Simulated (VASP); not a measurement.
# DyGe3P (P4/mmm) in VASP: further runs

DyGe3P is run at these levels: PBE; tasks: single point, relaxation of cell and atoms.

Program: VASP 6.6.1. These are calculated values, not measurements. Logs are shortened: lines on timing, memory, paths and dates and some standing lists are left out, and cuts for length are marked.

## (1) The cell of the first run

It takes space group P4/mmm (No. 123, tetragonal). Conventional cell: a = 3.736 Å, b = 3.736 Å, c = 7.693 Å, α = 90.00°, β = 90.00°, γ = 90.00°. Dy (site symmetry 4/mmm) has 10 Ge at 3.03 to 3.85 Å and 4 Dy at 3.74 Å within 4.0 Å. Ge (site symmetry 4mm) has 1 P at 2.37 Å and 1 Ge at 2.95 Å and 4 Dy at 3.03 Å within 3.1 Å. Ge (site symmetry 4/mmm) has 4 P at 2.64 Å and 12 Ge at 3.55 to 3.74 Å and 2 Dy at 3.85 Å within 3.9 Å. Within 3.1 Å of P (site symmetry 4/mmm) lie 6 Ge at 2.37 to 2.64 Å.

The cell was built from a structure type or drawn by symmetry, and may not be a known phase.

## (2) Single point, PBE

Input file INCAR:

```
SYSTEM = DyGe3P
PREC = Accurate
ENCUT = 500
EDIFF = 1E-6
ISMEAR = 0
SIGMA = 0.1
LREAL = .FALSE.
LASPH = .TRUE.
NELM = 200
ALGO = Normal
ISIF = 2
LWAVE = .FALSE.
LCHARG = .TRUE.
GGA = PE
LELF = .TRUE.
LVHAR = .TRUE.
NBANDS = 36
GGA_COMPAT = .FALSE.
LMAXMIX = 6
```

Input file KPOINTS:

```
regular mesh
0
G
  4 4 4
  0 0 0
```

Input file POSCAR:

```
DyGe3P
1.0
    3.7356001879      0.0000000000      0.0000000000
    0.0000000000      3.7356001879      0.0000000000
    0.0000000000      0.0000000000      7.6929370303
Dy Ge P
1 3 1
Direct
    0.0000000000      0.0000000000      0.0000000000
    0.5000000000      0.5000000000      0.8082043686
    0.5000000000      0.5000000000      0.1917956314
    0.0000000000      0.0000000000      0.5000000000
    0.5000000000      0.5000000000      0.5000000000
```

Potentials or basis: VASP PAW PBE potentials, release 64 (Dy_3, Ge_d, P), 4f in core.

Launch:

```sh
$ cat potpaw_PBE.64/Dy_3/POTCAR potpaw_PBE.64/Ge_d/POTCAR potpaw_PBE.64/P/POTCAR > POTCAR
$ mpirun -np 1 vasp_std > vasp.out
```

OUTCAR:

```text
SYSTEM = DyGe3P
   PREC = Accurate
   ENCUT = 500
   EDIFF = 1E-6
   ISMEAR = 0
   LREAL = .FALSE.
   LASPH = .TRUE.
   NELM = 200
   ISIF = 2
   GGA = PE

 ion  position               nearest neighbor table
   1  0.000  0.000  0.000-   2 3.03   3 3.03   2 3.03   3 3.03   2 3.03   3 3.03   2 3.03   3 3.03

   2  0.500  0.500  0.808-   5 2.37   1 3.03   1 3.03   1 3.03   1 3.03
   3  0.500  0.500  0.192-   5 2.37   1 3.03   1 3.03   1 3.03   1 3.03
   4  0.000  0.000  0.500-   5 2.64   5 2.64   5 2.64   5 2.64
   5  0.500  0.500  0.500-   2 2.37   3 2.37   4 2.64   4 2.64   4 2.64   4 2.64

  LATTYP: Found a simple tetragonal cell.
 ALAT       =     3.7356001879
 C/A-ratio  =     2.0593577051

  Lattice vectors:

 A1 = (   3.7356001879,   0.0000000000,   0.0000000000)
 A2 = (   0.0000000000,   3.7356001879,   0.0000000000)
 A3 = (   0.0000000000,   0.0000000000,   7.6929370303)

Analysis of symmetry for initial positions (statically):
=====================================================================
 Subroutine PRICEL returns:
 Original cell was already a primitive cell.

 Routine SETGRP: Setting up the symmetry group for a
 simple tetragonal supercell.

 Subroutine GETGRP returns: Found 16 space group operations
 (whereof 16 operations were pure point group operations)
 out of a pool of 16 trial point group operations.

The static configuration has the point symmetry D_4h.

Analysis of symmetry for dynamics (positions and initial velocities):
=====================================================================
 Subroutine PRICEL returns:
 Original cell was already a primitive cell.

 Routine SETGRP: Setting up the symmetry group for a
 simple tetragonal supercell.

 Subroutine GETGRP returns: Found 16 space group operations
 (whereof 16 operations were pure point group operations)
 out of a pool of 16 trial point group operations.

The dynamic configuration has the point symmetry D_4h.

 Subroutine INISYM returns: Found 16 space group operations
 (whereof 16 operations are pure point group operations),
 and found     1 'primitive' translations

----------------------------------------------------------------------------------------

                                     Primitive cell

  volume of cell :     107.3527

  direct lattice vectors                    reciprocal lattice vectors
     3.735600188  0.000000000  0.000000000     0.267694601  0.000000000  0.000000000
     0.000000000  3.735600188  0.000000000     0.000000000  0.267694601  0.000000000
     0.000000000  0.000000000  7.692937030     0.000000000  0.000000000  0.129989365

  length of vectors
     3.735600188  3.735600188  7.692937030     0.267694601  0.267694601  0.129989365

  position of ions in fractional coordinates (direct lattice)
     0.000000000  0.000000000  0.000000000
     0.500000000  0.500000000  0.808204369
     0.500000000  0.500000000  0.191795631
     0.000000000  0.000000000  0.500000000
     0.500000000  0.500000000  0.500000000

  ion indices of the primitive-cell ions
   primitive index   ion index
                 1           1
                 2           2
                 3           3
                 4           4
                 5           5

----------------------------------------------------------------------------------------

 KPOINTS: regular mesh

Automatic generation of k-mesh.
 Grid dimensions read from file:
 generate k-points for:    4    4    4

 Generating k-lattice:

  Cartesian coordinates                     Fractional coordinates (reciprocal lattice)
     0.066923650  0.000000000  0.000000000     0.250000000  0.000000000  0.000000000
     0.000000000  0.066923650  0.000000000     0.000000000  0.250000000  0.000000000
     0.000000000  0.000000000  0.032497341     0.000000000  0.000000000  0.250000000

  Length of vectors
     0.066923650  0.066923650  0.032497341

  Shift w.r.t. Gamma in fractional coordinates (k-lattice)
     0.000000000  0.000000000  0.000000000

 Subroutine IBZKPT returns following result:
 ===========================================

[... 41 lines left out ...]
 maximum number of plane-waves:      2752
 NGX is ok and might be reduce to    28
   NGX = 13   NGY = 13   NGZ = 29

 number of electron      55.9999957 magnetization

 Free energy of the ion-electron system (eV)
  ---------------------------------------------------
  ext. energy  EPLUGINS =         0.00000000
  ---------------------------------------------------
  free energy    TOTEN  =       -23.65362426 eV

  energy without entropy =      -23.63882078  energy(sigma->0) =      -23.64622252

 E-fermi :   5.3363     XC(G=0): -10.5661

 val. band max:        5.2750267196   @ k =   0.2500   0.2500   0.0000
 cond. band min:       5.4323675655   @ k =   0.5000   0.2500   0.2500
 fundamental gap:      0.1573408459
 Fermi energy:         5.3362716375

 k-point     1 :       0.0000    0.0000    0.0000
  band No.  band energies     occupation
      1     -19.3255      2.00000
      2     -19.3005      2.00000
      3     -19.3005      2.00000
      4     -19.2808      2.00000
      5     -19.2777      2.00000
      6     -19.1271      2.00000
[... 28 lines left out ...]
     35       9.1483      0.00000
     36      11.2121      0.00000

 k-point     2 :       0.2500    0.0000    0.0000
  band No.  band energies     occupation
      1     -19.3228      2.00000
      2     -19.3021      2.00000
      3     -19.3002      2.00000
      4     -19.2838      2.00000
      5     -19.2732      2.00000
      6     -19.1260      2.00000
[... 28 lines left out ...]
     35       9.5662      0.00000
     36      10.3304      0.00000

 k-point     3 :       0.5000    0.0000    0.0000
  band No.  band energies     occupation
      1     -19.3204      2.00000
      2     -19.3038      2.00000
      3     -19.3000      2.00000
      4     -19.2867      2.00000
      5     -19.2685      2.00000
      6     -19.1250      2.00000
[... 28 lines left out ...]
     35       8.3871      0.00000
     36       9.8103      0.00000
[... 508 lines left out ...]
 k-point    17 :       0.5000    0.2500    0.5000
  band No.  band energies     occupation
      1     -19.3182      2.00000
      2     -19.3037      2.00000
      3     -19.3018      2.00000
      4     -19.2916      2.00000
      5     -19.2644      2.00000
      6     -19.1205      2.00000
[... 28 lines left out ...]
     35       9.5634      0.00000
     36      10.6256      0.00000

 k-point    18 :       0.5000    0.5000    0.5000
  band No.  band energies     occupation
      1     -19.3162      2.00000
      2     -19.3037      2.00000
      3     -19.3037      2.00000
      4     -19.2965      2.00000
      5     -19.2600      2.00000
      6     -19.1192      2.00000
[... 28 lines left out ...]
     35      10.0945      0.00000
     36      10.6535      0.00000

------------------------ aborting loop because EDIFF is reached ----------------------------------------

  FORCE on cell =-STRESS in cart. coord.  units (eV):
  Direction    XX          YY          ZZ          XY          YZ          ZX
  --------------------------------------------------------------------------------------
  -------------------------------------------------------------------------------------
  Total        0.1783073      0.1783073      0.0261776      0.0000000      0.0000000     -0.0000000
  in kB        2.6611345      2.6611345      0.3906852      0.0000000      0.0000000     -0.0000000
  external PRESSURE =       1.9043180 kB  Pullay stress =       0.0000000 kB

 VOLUME and BASIS-vectors are now :
 -----------------------------------------------------------------------------
  energy-cutoff  :      500.00
  volume of cell :      107.35
      direct lattice vectors                 reciprocal lattice vectors
     3.735600188  0.000000000  0.000000000     0.267694601  0.000000000  0.000000000
     0.000000000  3.735600188  0.000000000     0.000000000  0.267694601  0.000000000
     0.000000000  0.000000000  7.692937030     0.000000000  0.000000000  0.129989365

 POSITION                                       TOTAL-FORCE (eV/Angst)
 -----------------------------------------------------------------------------------
      0.00000      0.00000      0.00000        -0.000000      0.000000      0.000000
      1.86780      1.86780      6.21747         0.000000     -0.000000     -0.069205
      1.86780      1.86780      1.47547         0.000000     -0.000000      0.069205
      0.00000      0.00000      3.84647        -0.000000      0.000000      0.000000
      1.86780      1.86780      3.84647        -0.000000      0.000000      0.000000
 -----------------------------------------------------------------------------------
    total drift:                                0.000000      0.000000      0.000000

  FREE ENERGIE OF THE ION-ELECTRON SYSTEM (eV)
  ---------------------------------------------------
  free  energy   TOTEN  =       -23.6536242626 eV

  energy  without entropy=      -23.6388207752  energy(sigma->0) =      -23.64622252
```

It took 26 s on 1 thread of Intel Xeon 6975P-C (Granite Rapids), shared host; peak memory 0.23 GiB.

Results:

| Property | Result |
| --- | --- |
| Free energy | -23.6536 eV |
| Pressure | 0.2 GPa |
| Largest force | 0.069 eV/Å |
| Band gap on the k mesh | zero (bands 28 and 29 overlap by 2.78 eV) |

Forces on the atoms (eV/Å):
```
Dy   0.000  0.000  0.000
Ge   0.000  0.000 -0.069
Ge   0.000  0.000  0.069
Ge   0.000  0.000  0.000
P    0.000  0.000  0.000
```

Stress tensor (GPa, compression positive):
```
0.27 0.00 0.00
0.00 0.27 0.00
0.00 0.00 0.04
```

Caveat: the k points lie up to 0.42 Å⁻¹ apart, too coarse for converged energies and pressures of a metal; spin-orbit coupling is left out, which moves the levels of the heavy elements; the 4f electrons are frozen in the core, so they carry no moment and show no levels. Spin polarisation is off, so any magnetic state and its effect on volume and gap are missing.

## (3) Single point, PBE

This run uses another cell than the first one, of 21.28 Å³/atom.

Input file INCAR:

```
PREC = Accurate
ENCUT = 500
EDIFF = 1E-6
ISMEAR = 0
SIGMA = 0.1
LREAL = F
LASPH = T
NELM = 200
ALGO = Normal
ISIF = 2
LWAVE = F
LCHARG = F
GGA = PE
NBANDS = 36
GGA_COMPAT = F
LMAXMIX = 6
```

Input file KPOINTS:

```
Automatic mesh
0
Gamma
  6 6 2
```

Input file POSCAR:

```
DyGe3P
1.0
    3.6390464904      0.0000000000      0.0000000000
    0.0000000000      3.6390464904      0.0000000000
    0.0000000000      0.0000000000      8.0331732606
Dy Ge P
1 3 1
Direct
    0.0000000000      0.0000000000      0.0000000000
    0.5000000000      0.5000000000      0.8014829276
    0.5000000000      0.5000000000      0.1985170724
    0.0000000000      0.0000000000      0.5000000000
    0.5000000000      0.5000000000      0.5000000000
```

Potentials or basis: VASP PAW PBE potentials, release 64 (Dy_3, Ge_d, P), 4f in core.

Launch:

```sh
$ cat potpaw_PBE.64/Dy_3/POTCAR potpaw_PBE.64/Ge_d/POTCAR potpaw_PBE.64/P/POTCAR > POTCAR
$ mpirun -np 1 vasp_std > vasp.out
```

Run time: 31 s. Hardware: 1 thread of Intel Xeon 6975P-C (Granite Rapids), shared host; peak memory 0.24 GiB.

Results (log left out):

```
Free energy            : -23.6610 eV
Pressure               : 0.1 GPa
Largest force          : 0.042 eV/Å
Band gap on the k mesh : zero (bands 28 and 29 overlap by 3.06 eV)
```

Forces on the atoms (eV/Å):
```
Dy   0.000  0.000  0.000
Ge   0.000  0.000 -0.042
Ge   0.000  0.000  0.042
Ge   0.000  0.000  0.000
P    0.000  0.000  0.000
```

Levels at points of the mesh, in eV from the Fermi level:
```
           k point  band 26  band 27  band 28  band 29  band 30  band 31
(0.00, 0.00, 0.00)    -1.84    -0.06     0.80     0.80     1.73     2.38
(0.50, 0.00, 0.00)    -1.10    -0.09     0.59     1.17     1.24     1.79
(0.50, 0.50, 0.00)    -2.51    -1.25    -1.01    -1.01    -0.02     0.26
(0.00, 0.00, 0.50)    -0.05     0.83     1.26     1.26     1.69     1.69
(0.50, 0.00, 0.50)    -0.99    -0.67     0.22     0.99     1.21     1.77
(0.50, 0.50, 0.50)    -1.86    -1.86    -1.80    -1.80    -0.38     3.87
```

Caveat: the k points lie up to 0.39 Å⁻¹ apart, too coarse for converged energies and pressures of a metal; spin-orbit coupling is left out, which moves the levels of the heavy elements; the 4f electrons are frozen in the core, so they carry no moment and show no levels.

## (4) Single point, PBE

This run uses another cell than the first one, of 25.41 Å³/atom.

Input file INCAR:

```
SYSTEM = DyGe3P
  PREC = Accurate
  ENCUT = 500
  EDIFF = 1E-6
  ISMEAR = 0
  SIGMA = 0.1
  LREAL = .False.
  LASPH = .True.
  NELM = 200
  ALGO = Normal
  ISIF = 2
  LWAVE = .False.
  LCHARG = .False.
  GGA = PE
  NBANDS = 36
  GGA_COMPAT = .False.
  LMAXMIX = 6
```

Input file KPOINTS:

```
Automatic mesh
0
Gamma
  4 4 4
  0 0 0
```

Input file POSCAR:

```
DyGe3P
1.0
    4.1424501200      0.0000000000      0.0000000000
    0.0000000000      4.1424501200      0.0000000000
    0.0000000000      0.0000000000      7.4052646800
Dy Ge P
1 3 1
Direct
    0.0000000000      0.0000000000      0.0000000000
    0.5000000000      0.5000000000      0.8346948300
    0.5000000000      0.5000000000      0.1653051700
    0.0000000000      0.0000000000      0.5000000000
    0.5000000000      0.5000000000      0.5000000000
```

Launch:

```sh
$ cat potpaw_PBE.64/Dy_3/POTCAR potpaw_PBE.64/Ge_d/POTCAR potpaw_PBE.64/P/POTCAR > POTCAR
$ mpirun -np 1 vasp_std > vasp.out
```

It took 33 s on 1 thread of Intel Xeon 6975P-C (Granite Rapids), shared host; peak memory 0.25 GiB.

It converged, with:

| Property | Result |
| --- | --- |
| Free energy | -22.8575 eV |
| Pressure | -6.6 GPa |
| Largest force | 0.945 eV/Å |
| Band gap on the k mesh | zero (bands 28 and 29 overlap by 1.44 eV) |

Forces on the atoms (eV/Å):
```
Dy   0.000  0.000  0.000
Ge   0.000  0.000 -0.945
Ge   0.000  0.000  0.945
Ge   0.000  0.000  0.000
P    0.000  0.000  0.000
```

Stress tensor (GPa, compression positive):
```
-8.20  0.00  0.00
 0.00 -8.20  0.00
 0.00  0.00 -3.28
```

Levels at points of the mesh, in eV from the Fermi level:
```csv
k point,band 26,band 27,band 28,band 29,band 30,band 31
"(0.00, 0.00, 0.00)",-0.55,0.16,0.66,0.66,0.66,0.66
"(0.50, 0.00, 0.00)",-0.56,-0.09,0.30,0.41,1.14,1.26
"(0.50, 0.50, 0.00)",-1.43,-1.37,-1.37,0.27,0.27,0.62
"(0.00, 0.00, 0.50)",-0.06,0.01,0.01,0.18,1.35,1.35
"(0.50, 0.00, 0.50)",-0.82,-0.44,-0.35,0.80,1.06,1.10
"(0.50, 0.50, 0.50)",-2.15,-2.15,-0.68,-0.49,-0.49,3.76
```

Caveat: the k points lie up to 0.38 Å⁻¹ apart, too coarse for converged energies and pressures of a metal; spin-orbit coupling is left out, which moves the levels of the heavy elements; the 4f electrons are frozen in the core, so they carry no moment and show no levels. Spin polarisation is off, so any magnetic state and its effect on volume and gap are missing.

## (5) Relaxation of cell and atoms, PBE

Input file INCAR:

```
  PREC = Accurate
  ENCUT = 500
  EDIFF = 1E-7
  ISMEAR = 0
  SIGMA = 0.1
  LREAL = False
  LASPH = True
  NELM = 200
  ALGO = Normal
  ISIF = 3
  LWAVE = False
  LCHARG = False
  GGA = PE
  IBRION = 2
  NSW = 90
  EDIFFG = -0.04
  GGA_COMPAT = False
  NELMIN = 4
  LMAXMIX = 6
```

Input file KPOINTS:

```
regular mesh
0
Gamma
  6 6 2
```

Input file POSCAR:

```
DyGe3P
1.0
    3.7356001879      0.0000000000      0.0000000000
    0.0000000000      3.7356001879      0.0000000000
    0.0000000000      0.0000000000      7.6929370303
Dy Ge P
1 3 1
Direct
    0.0000000000      0.0000000000      0.0000000000
    0.5000000000      0.5000000000      0.8082043686
    0.5000000000      0.5000000000      0.1917956314
    0.0000000000      0.0000000000      0.5000000000
    0.5000000000      0.5000000000      0.5000000000
```

Launch:

```sh
$ cat potpaw_PBE.64/Dy_3/POTCAR potpaw_PBE.64/Ge_d/POTCAR potpaw_PBE.64/P/POTCAR > POTCAR
$ mpirun -np 1 vasp_std > vasp.out
```

Run time: 2.6 min. Hardware: 1 thread of Intel Xeon 6975P-C (Granite Rapids), shared host; peak memory 0.25 GiB.

Results (log left out):

* Free energy: -23.6605 eV
* Relaxed volume: 21.27 Å³/atom
* Relaxed cell: a = 3.637 Å, b = 3.637 Å, c = 8.038 Å, α = 90.00°, β = 90.00°, γ = 90.00°
* Space group after relaxing (to 0.1 Å): P4/mmm (No. 123)
* Energy gained by relaxing: 18.6 meV/atom
* Ionic steps: 7
* Pressure after relaxing: 0.1 GPa
* Largest force after relaxing: 0.010 eV/Å
* Band gap on the k mesh: zero (bands 28 and 29 overlap by 3.07 eV)

Forces on the atoms (eV/Å):
```
Dy   0.000  0.000  0.000
Ge   0.000  0.000  0.010
Ge   0.000  0.000 -0.010
Ge   0.000  0.000  0.000
P    0.000  0.000  0.000
```

Step by step:
| step | energy change (eV) | largest force (eV/Å) | pressure (GPa) | volume (Å³) |
| --- | --- | --- | --- | --- |
| 1 | 0.0000 | 0.0939 | 0.15 | 107.35 |
| 2 | -0.0581 | 0.2121 | -0.53 | 107.62 |
| 3 | -0.0733 | 0.3363 | -0.58 | 107.80 |
| 4 | -0.0854 | 0.2458 | 0.17 | 106.44 |
| 5 | -0.0871 | 0.1901 | 0.60 | 105.69 |
| 6 | -0.0930 | 0.0448 | 0.02 | 106.45 |
| 7 | -0.0932 | 0.0101 | 0.08 | 106.34 |

Final structure:
```xyz
5
Lattice="3.6372 0.0000 0.0000 0.0000 3.6372 0.0000 0.0000 0.0000 8.0385" Properties=species:S:1:pos:R:3 pbc="T T T"
Dy    0.0000    0.0000    0.0000
Ge    1.8186    1.8186    6.4354
Ge    1.8186    1.8186    1.6030
Ge    0.0000    0.0000    4.0192
P     1.8186    1.8186    4.0192
```

Levels at points of the mesh, in eV from the Fermi level:
| k point | band 25 | band 26 | band 27 | band 28 | band 29 | band 30 | band 31 | band 32 |
| --- | --- | --- | --- | --- | --- | --- | --- | --- |
| (0.00, 0.00, 0.00) | -2.83 | -1.84 | -0.05 | 0.80 | 0.80 | 1.72 | 2.40 | 2.40 |
| (0.50, 0.00, 0.00) | -2.57 | -1.11 | -0.08 | 0.61 | 1.16 | 1.24 | 1.78 | 1.93 |
| (0.50, 0.50, 0.00) | -2.51 | -2.51 | -1.28 | -1.01 | -1.01 | -0.02 | 0.25 | 1.83 |
| (0.00, 0.00, 0.50) | -2.88 | -0.04 | 0.82 | 1.27 | 1.27 | 1.69 | 1.69 | 1.84 |
| (0.50, 0.00, 0.50) | -1.14 | -1.00 | -0.67 | 0.25 | 0.97 | 1.21 | 1.77 | 2.86 |
| (0.50, 0.50, 0.50) | -3.99 | -1.86 | -1.86 | -1.80 | -1.80 | -0.38 | 3.86 | 4.08 |

Caveat: the k points lie up to 0.39 Å⁻¹ apart in the final cell, too coarse for converged energies and pressures of a metal; spin-orbit coupling is left out, which moves the levels of the heavy elements; the 4f electrons are frozen in the core, so they carry no moment and show no levels. Spin polarisation is off, so any magnetic state and its effect on volume and gap are missing.

## (6) The runs side by side

```tsv
task	cell	k mesh	gap on the mesh (eV)	pressure (GPa)	largest force (eV/Å)
single point	a = 3.736, b = 3.736, c = 7.693 Å, 5 atoms, atomic positions A	4 × 4 × 4	none	0.2	0.07
single point	a = 3.639, b = 3.639, c = 8.033 Å, 5 atoms, atomic positions B	6 × 6 × 2	none	0.1	0.04
single point	a = 4.142, b = 4.142, c = 7.405 Å, 5 atoms, atomic positions C	4 × 4 × 4	none	-6.6	0.94
relaxation of cell and atoms	relaxed from a = 3.736, b = 3.736, c = 7.693 Å, 5 atoms, atomic positions A	6 × 6 × 2	none	0.1	0.01
```

Alike in all rows: level PBE; potentials or basis VASP PAW PBE potentials, release 64 (Dy_3, Ge_d, P), 4f in core; no spin polarisation; cutoff (eV) 500; smearing gaussian 0.1 eV.

Caveats: all runs use coarse meshes; spin-orbit coupling is left out, which moves the levels of the heavy elements; the 4f electrons are frozen in the core, so they carry no moment and show no levels.

Total energies depend on the potentials used, so only differences within one code and one set of settings carry meaning.
